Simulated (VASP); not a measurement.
# Al (P-1) in VASP: further runs

Aim: see how the results for Al move with the level of theory and the settings. Levels: LDA, r2SCAN. Tasks: single point.

All numbers are computed with VASP 6.6.1; they aren't measurements. Logs are shortened: lines on timing, memory, paths and dates and some standing lists are left out, and cuts for length are marked.

### Step 1. The cell of the first run

The typed cell holds 1 atom: a = 2.839 Å, b = 2.840 Å, c = 2.869 Å, α = 60.19°, β = 62.21°, γ = 59.49°.

### Step 2. Single point, LDA

Input file INCAR:

```
SYSTEM = Al
PREC = Accurate ; ENCUT = 520
EDIFF = 1E-7 ; ISMEAR = -1
SIGMA = 0.05 ; LREAL = .FALSE.
LASPH = .TRUE. ; NELM = 100
ALGO = Fast ; ISIF = 2
LWAVE = .FALSE. ; LCHARG = .FALSE.
GGA = CA ; NBANDS = 8
```

Input file KPOINTS:

```
regular mesh
0
G
  6 7 6
  0 0 0
```

Input file POSCAR:

```
Al
1.0
   -0.0204552100      1.9706540500      2.0438328400
    2.0026569100      0.0099662700      2.0134113600
    2.0592944800      1.9968701300     -0.0466712900
Al
1
Direct
    0.0000000000      0.0000000000      0.0000000000
```

Potentials or basis: VASP PAW LDA potentials, release 64 (Al).

Run with:

```
$ cat potpaw_LDA.64/Al/POTCAR > POTCAR
$ mpirun -np 1 vasp_std > vasp.out
```

OUTCAR:

```text
SYSTEM = Al
   PREC = Accurate
   ENCUT = 520
   EDIFF = 1E-7
   ISMEAR = -1
   LREAL = .FALSE.
   LASPH = .TRUE.
   NELM = 100
   ISIF = 2
   GGA = CA

 ion  position               nearest neighbor table
   1  0.000  0.000  0.000-

  LATTYP: Found a triclinic cell.
 ALAT       =     4.8932994550
 B/A-ratio  =     0.9921520640
 C/A-ratio  =     1.5454074236
 COS(alpha) =     0.0035236391
 COS(beta)  =     0.5577824530
 COS(gamma) =     0.8268074114

  Lattice vectors:

 A1 = (  -4.0257690300,   1.9507215100,  -1.9829898800)
 A2 = (  -1.9664745500,   3.9475916400,  -2.0296611700)
 A3 = (  -6.1212458700,  -4.0037065300,  -1.9200687800)

Analysis of symmetry for initial positions (statically):
=====================================================================
 Subroutine PRICEL returns:
 Original cell was already a primitive cell.

 Routine SETGRP: Setting up the symmetry group for a
 triclinic supercell.

 Subroutine GETGRP returns: Found  2 space group operations
 (whereof  2 operations were pure point group operations)
 out of a pool of  2 trial point group operations.

The static configuration has the point symmetry S_2 .

Analysis of symmetry for dynamics (positions and initial velocities):
=====================================================================
 Subroutine PRICEL returns:
 Original cell was already a primitive cell.

 Routine SETGRP: Setting up the symmetry group for a
 triclinic supercell.

 Subroutine GETGRP returns: Found  2 space group operations
 (whereof  2 operations were pure point group operations)
 out of a pool of  2 trial point group operations.

The dynamic configuration has the point symmetry S_2 .

 Subroutine INISYM returns: Found  2 space group operations
 (whereof  2 operations are pure point group operations),
 and found     1 'primitive' translations

----------------------------------------------------------------------------------------

                                     Primitive cell

  volume of cell :      16.5686

  direct lattice vectors                    reciprocal lattice vectors
    -0.020455210  1.970654050  2.043832840    -0.242686930  0.255885821  0.240124020
     2.002656910  0.009966270  2.013411360     0.251876327 -0.253968071  0.247395668
     2.059294480  1.996870130 -0.046671290     0.238243693  0.249524832 -0.238206270

  length of vectors
     2.839216173  2.839816778  2.868860798     0.426654479  0.434909280  0.419243278

  position of ions in fractional coordinates (direct lattice)
     0.000000000  0.000000000  0.000000000

  ion indices of the primitive-cell ions
   primitive index   ion index
                 1           1

----------------------------------------------------------------------------------------

 KPOINTS: regular mesh

Automatic generation of k-mesh.
 Grid dimensions read from file:
 generate k-points for:    6    7    6

 Generating k-lattice:

  Cartesian coordinates                     Fractional coordinates (reciprocal lattice)
    -0.040447822  0.042647637  0.040020670     0.166666667  0.000000000 -0.000000000
     0.035982332 -0.036281153  0.035342238     0.000000000  0.142857143 -0.000000000
     0.039707282  0.041587472 -0.039701045     0.000000000  0.000000000  0.166666667

  Length of vectors
     0.071109080  0.062129897  0.069873880

  Shift w.r.t. Gamma in fractional coordinates (k-lattice)
     0.000000000  0.000000000  0.000000000

 Subroutine IBZKPT returns following result:
 ===========================================

 Found    128 irreducible k-points:

 Following reciprocal coordinates:
            Coordinates               Weight
  0.000000  0.000000  0.000000      1.000000
  0.166667 -0.000000 -0.000000      2.000000
  0.333333  0.000000  0.000000      2.000000
  0.500000  0.000000 -0.000000      1.000000
  0.000000  0.142857  0.000000      2.000000
  0.166667  0.142857  0.000000      2.000000
[... 16 lines left out ...]
 -0.000000 -0.000000  0.166667      2.000000
  0.166667 -0.000000  0.166667      2.000000
 [... further k-points ...]
   k-points           NKPTS =    128   k-points in BZ     NKDIM =    128   number of bands    NBANDS=      8
   number of dos      NEDOS =    301   number of ions     NIONS =      1
   total plane-waves  NPLWV =  13824
   dimension x,y,z NGX =    24 NGY =   24 NGZ =   24
   dimension x,y,z NGXF=    48 NGYF=   48 NGZF=   48
   ions per type =               1
   NGX,Y,Z   is equivalent  to a cutoff of  14.05, 14.05, 13.91 a.u.
   NGXF,Y,Z  is equivalent  to a cutoff of  28.11, 28.10, 27.82 a.u.
 SYSTEM =  Al
   PREC   = accura    normal or accurate (medium, high low for compatibility)
   ISTART =      0    job   : 0-new  1-cont  2-samecut
   ICHARG =      2    charge: 1-file 2-atom 10-const
   ISPIN  =      1    spin polarized calculation?
   LNONCOLLINEAR =      F non collinear calculations
   LSORBIT =      F    spin-orbit coupling
   LASPH  =      T    aspherical Exc in radial PAW
   ENCUT  =  520.0 eV  38.22 Ry    6.18 a.u.   5.28  5.28  5.33*2*pi/ulx,y,z
   NELM   =    100;   NELMIN=  2; NELMDL= -5     # of ELM steps
   EDIFF  = 0.1E-06   stopping-criterion for ELM
   LREAL  =      F    real-space projection
   EDIFFG = 0.1E-05   stopping-criterion for IOM
   NSW    =      0    number of steps for IOM
   IBRION =     -1    ionic relax: 0-MD 1-quasi-New 2-CG
   NFREE  =      0    steps in history (QN), initial steepest desc. (CG)
   ISIF   =      2    stress and relaxation
   ISYM   =      2    0-nonsym 1-usesym 2-fastsym
   POTIM  = 0.5000    time-step for ionic-motion
   TEBEG  =    0.0;   TEEND  =   0.0 temperature during run
   PSTRESS=    0.0 pullay stress
   NELECT =       3.0000    total number of electrons
   NUPDOWN=      -1.0000    fix difference up-down
   EMIN   =  10.00;   EMAX   =-10.00  energy-range for DOS
   EFERMI =   0.00;   METHOD = LEGACY
   ISMEAR =    -1;   SIGMA  =   0.05  broadening in eV -4-tet -1-fermi 0-gaus
   EFERMI_NEDOS =   21; number of points for ismear=-14 and -15
   IALGO  =     68    algorithm
   IMIX   =      4    mixing-type and parameters
     AMIX     =   0.40;   BMIX     =  1.00
     AMIX_MAG =   1.60;   BMIX_MAG =  1.00
  volume/ion in A,a.u.               =      16.57       111.81
  Fermi-wavevector in a.u.,A,eV,Ry     =   0.926161  1.750191 11.670728  0.857774
  Thomas-Fermi vector in A             =   2.052094
   LORBIT       =      0    0 simple, 1 ext, 2 COOP (PROOUT), +10 PAW based schemes
   GGA     = CA    functional components
   LHFCALC =     F    Hartree Fock is set to
   AEXX    =    0.0000 exact exchange contribution
   IVDW    =     0    specifies the selected vdW correction
   LEPSILON=     F    determine dielectric tensor
   LRPA    =     F    only Hartree local field effects (RPA)
 non-spin polarized calculation
 RMM-DIIS sequential band-by-band and
  energy-cutoff  :      520.00
  volume of cell :       16.57
 maximum number of plane-waves:       459
 NGX is ok and might be reduce to    24
   NGX = 11   NGY = 11   NGZ = 11

 number of electron       3.0000000 magnetization

 Free energy of the ion-electron system (eV)
  ---------------------------------------------------
  ext. energy  EPLUGINS =         0.00000000
  ---------------------------------------------------
  free energy    TOTEN  =        -4.18269135 eV

  energy without entropy =       -4.17940827  energy(sigma->0) =       -4.18104981

 E-fermi :   7.8020     XC(G=0): -10.3289

 val. band max:        7.7798883472   @ k =  -0.0000   0.0000   0.3333
 cond. band min:       7.8321333994   @ k =   0.0000   0.4286   0.1667
 fundamental gap:      0.0522450522
 Fermi energy:         7.8019712133

 k-point     1 :       0.0000    0.0000    0.0000
  band No.  band energies     occupation
      1      -3.3258      2.00000
      2      19.5379      0.00000
      3      20.5431      0.00000
      4      20.7744      0.00000
      5      20.8285      0.00000
      6      21.6019      0.00000
      7      22.2447      0.00000
      8      24.5417      0.00000

 k-point     2 :       0.1667   -0.0000   -0.0000
  band No.  band energies     occupation
      1      -2.5811      2.00000
      2      14.2220      0.00000
      3      18.7345      0.00000
      4      19.3559      0.00000
      5      22.2086      0.00000
      6      23.2060      0.00000
      7      23.4334      0.00000
      8      24.9690      0.00000

 k-point     3 :       0.3333    0.0000    0.0000
  band No.  band energies     occupation
      1      -0.3703      2.00000
      2       8.1621      0.00149
      3      18.3734      0.00000
      4      18.5883      0.00000
      5      20.7937      0.00000
      6      21.2343      0.00000
      7      22.1057      0.00000
      8      25.1313      0.00000

 k-point     4 :       0.5000    0.0000   -0.0000
  band No.  band energies     occupation
      1       3.1885      2.00000
      2       3.2974      2.00000
      3      18.8484      0.00000
      4      19.1816      0.00000
      5      19.2548      0.00000
      6      19.2988      0.00000
      7      22.8951      0.00000
      8      23.0707      0.00000

 k-point     5 :       0.0000    0.1429    0.0000
  band No.  band energies     occupation
      1      -2.7568      2.00000
      2      15.8325      0.00000
      3      18.3401      0.00000
      4      19.2765      0.00000
      5      22.0937      0.00000
      6      22.8865      0.00000
      7      23.7266      0.00000
      8      24.3564      0.00000
[... 177 lines left out ...]
 k-point    22 :      -0.1667    0.4286   -0.0000
  band No.  band energies     occupation
      1       3.7428      2.00000
      2       4.4890      2.00000
      3      12.7393      0.00000
      4      16.1032      0.00000
      5      18.3141      0.00000
      6      22.4297      0.00000
      7      25.7501      0.00000
      8      27.8555      0.00000

 k-point    23 :      -0.0000   -0.0000    0.1667
  band No.  band energies     occupation
      1      -2.6069      2.00000
      2      13.6652      0.00000
      3      19.2986      0.00000
      4      19.5318      0.00000
      5      22.4987      0.00000
      6      23.3209      0.00000
      7      23.5883      0.00000
      8      25.2248      0.00000

 k-point    24 :       0.1667   -0.0000    0.1667
  band No.  band energies     occupation
      1      -2.2819      2.00000
      2      15.7415      0.00000
      3      16.8062      0.00000
      4      17.0736      0.00000
      5      19.7273      0.00000
      6      21.0991      0.00000
      7      26.2037      0.00000
      8      27.1196      0.00000

 [... further k-points ...]

------------------------ aborting loop because EDIFF is reached ----------------------------------------

  FORCE on cell =-STRESS in cart. coord.  units (eV):
  Direction    XX          YY          ZZ          XY          YZ          ZX
  --------------------------------------------------------------------------------------
  -------------------------------------------------------------------------------------
  Total       -0.5242121     -0.1656969     -0.3877751      0.0625560     -0.0251226      0.3503414
  in kB      -50.6910651    -16.0228167    -37.4976710      6.0491393     -2.4293466     33.8778471
  external PRESSURE =     -34.7371843 kB  Pullay stress =       0.0000000 kB

 VOLUME and BASIS-vectors are now :
 -----------------------------------------------------------------------------
  energy-cutoff  :      520.00
  volume of cell :       16.57
      direct lattice vectors                 reciprocal lattice vectors
    -0.020455210  1.970654050  2.043832840    -0.242686930  0.255885821  0.240124020
     2.002656910  0.009966270  2.013411360     0.251876327 -0.253968071  0.247395668
     2.059294480  1.996870130 -0.046671290     0.238243693  0.249524832 -0.238206270

 POSITION                                       TOTAL-FORCE (eV/Angst)
 -----------------------------------------------------------------------------------
      0.00000      0.00000      0.00000         0.000000      0.000000      0.000000
 -----------------------------------------------------------------------------------
    total drift:                                0.000000     -0.000000     -0.000000

  FREE ENERGIE OF THE ION-ELECTRON SYSTEM (eV)
  ---------------------------------------------------
  free  energy   TOTEN  =        -4.1826913487 eV

  energy  without entropy=       -4.1794082700  energy(sigma->0) =       -4.18104981
```

It took 19 s on 1 thread of AMD EPYC 7R43 (Zen 3), shared host; peak memory 0.09 GiB.

Results:

```
Free energy            : -4.1827 eV
Pressure               : -3.5 GPa
Band gap on the k mesh : zero (an odd number of electrons rules out a gap without spin polarisation)
```

Levels at points of the mesh, in eV from the Fermi level:
```csv
k point,band 1,band 2,band 3,band 4,band 5
"(0.00, 0.00, 0.00)",-11.13,11.74,12.74,12.97,13.03
"(0.50, 0.00, 0.00)",-4.61,-4.50,11.05,11.38,11.45
"(0.00, 0.00, 0.50)",-4.82,-4.74,11.33,11.50,11.91
"(0.50, 0.00, 0.50)",-2.61,-1.21,4.42,4.91,5.72
```

Caveat: the k points lie up to 0.45 Å⁻¹ apart, too coarse for converged energies and pressures of a metal.

### Step 3. Single point, r2SCAN

POSCAR is that of step 2.

Input file INCAR.step1:

```
SYSTEM = Al
PREC = Accurate
ENCUT = 520
ISMEAR = -1
SIGMA = 0.05
LREAL = .FALSE.
LASPH = .TRUE.
NELM = 80
NBANDS = 8
GGA = PE
ALGO = Normal
EDIFF = 1E-4
LWAVE = .TRUE.
LCHARG = .FALSE.
```

Input file INCAR.step2:

```
SYSTEM = Al
PREC = Accurate
ENCUT = 520
EDIFF = 1E-6
ISMEAR = -1
SIGMA = 0.05
LREAL = .FALSE.
LASPH = .TRUE.
NELM = 80
ALGO = Normal
ISIF = 2
LWAVE = .FALSE.
LCHARG = .FALSE.
METAGGA = R2SCAN
LMIXTAU = .TRUE.
NBANDS = 8
ISTART = 1
```

KPOINTS is that of step 2.

Potentials or basis: VASP PAW PBE potentials, release 64 (Al).

Run with:

```
$ cat potpaw_PBE.64/Al/POTCAR > POTCAR
$ cp INCAR.step1 INCAR
$ mpirun -np 1 vasp_std > vasp.out
$ cp INCAR.step2 INCAR
$ mpirun -np 1 vasp_std > vasp.out
```

It took 81 s on 1 thread of AMD EPYC 7R43 (Zen 3), shared host; peak memory 0.11 GiB.

It converged, with:

```
Free energy            : -6.7305 eV
Pressure               : -3.8 GPa
Band gap on the k mesh : zero (an odd number of electrons rules out a gap without spin polarisation)
```

Stress tensor (GPa, compression positive):
```
-5.59  0.65  3.83
 0.65 -1.67  0.05
 3.83  0.05 -4.00
```

Levels at points of the mesh, in eV from the Fermi level:
| k point | band 1 | band 2 | band 3 | band 4 | band 5 |
| --- | --- | --- | --- | --- | --- |
| (0.00, 0.00, 0.00) | -11.88 | 12.43 | 13.50 | 13.81 | 14.20 |
| (0.50, 0.00, 0.00) | -5.08 | -4.65 | 12.02 | 12.10 | 12.15 |
| (0.00, 0.00, 0.50) | -5.22 | -4.99 | 12.15 | 12.41 | 12.59 |
| (0.50, 0.00, 0.50) | -2.85 | -1.23 | 4.80 | 5.04 | 6.20 |

Caveat: the k points lie up to 0.45 Å⁻¹ apart, too coarse for converged energies and pressures of a metal; the PAW data sets were made with another functional, which shifts forces and pressure a little.
